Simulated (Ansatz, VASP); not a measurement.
One calculation of AlIn2Sb3, two programs

INCAR

```
PREC = Accurate ; ENCUT = 600
EDIFF = 1E-7 ; ISMEAR = 0
SIGMA = 0.1 ; LREAL = F
LASPH = T ; NELM = 60
ALGO = Normal ; ISIF = 3
LWAVE = F ; LCHARG = F
GGA = PE ; IBRION = 2
NSW = 100 ; EDIFFG = -0.01
```

File KPOINTS:

```
Automatic mesh
0
Gamma
  6 6 6
```

The input POSCAR:

```
AlIn2Sb3
1.0
    3.1586711000      1.8236596100      5.0809004100
   -3.1586711000      1.8236596100      5.0809004100
    0.0000000000     -3.6473192100      5.0809004100
Al In Sb
1 2 3
Direct
    0.0000000000      0.0000000000      0.0000000000
    0.6289240100      0.6289240100      0.6289240100
    0.3710759900      0.3710759900      0.3710759900
    0.0000000000      0.5000000000      0.0000000000
    0.5000000000      0.0000000000      0.0000000000
    0.0000000000      0.0000000000      0.5000000000
```

Input for Ansatz:

```yaml
crystal:
  lattice:
    - [3.1586711, 1.82365961, 5.08090041]
    - [-3.1586711, 1.82365961, 5.08090041]
    - [0.0, -3.64731921, 5.08090041]
  atoms:
    - { symbol: Al, position: [0.0, 0.0, 0.0] }
    - { symbol: In, position: [0.62892401, 0.62892401, 0.62892401] }
    - { symbol: In, position: [0.37107599, 0.37107599, 0.37107599] }
    - { symbol: Sb, position: [0.0, 0.5, 0.0] }
    - { symbol: Sb, position: [0.5, 0.0, 0.0] }
    - { symbol: Sb, position: [0.0, 0.0, 0.5] }
basis:
  ecutwfc: 420
kpoints:
  mp_grid: { grid: [6, 6, 6] }
hamiltonian:
  xc: pbe
scf:
  occupations: { method: gaussian, width: 0.1 }
output:
  forces: true
  stress: true
  eigenvalues: true
relax:
  adjacent_minimum: "off"
  f_tol: 0.01
  max_steps: 80
  cell: { stress_tol: 0.05 }
```

Change from the starting cell: species swapped into the Zr2Al3Cr type (R-3m, No. 166).

Alike in both runs: task relaxation of cell and atoms; functional PBE; k mesh 6 × 6 × 6; occupations gaussian, width 0.1 eV; no spin polarisation.

|  | VASP | Ansatz |
| --- | --- | --- |
| version | VASP 6.6.1 | Ansatz 0.2.0 |
| potentials or method | VASP PAW PBE potentials, release 64 (Al, In_d, Sb), cutoff 600 eV | scalar-relativistic, plane waves, PAW |
| valence electrons in the cell | 44 | 74 |

```tsv
	VASP	Ansatz	Ansatz less VASP
gap on the k mesh at the Fermi level, each at its own relaxed structure (eV)	none	none	-
relaxed volume (Å³/atom)	28.05	28.05	+0.006
relaxed cell length with the largest relative difference (Å)	5.854	5.852	-0.0021
```

A gap of «none» marks a metal or a gap that the smearing closes. VASP's potentials hold 44 valence electrons a cell and Ansatz's 74, so a difference there can come from the potentials and not from the codes.

Spin-orbit coupling is off throughout.
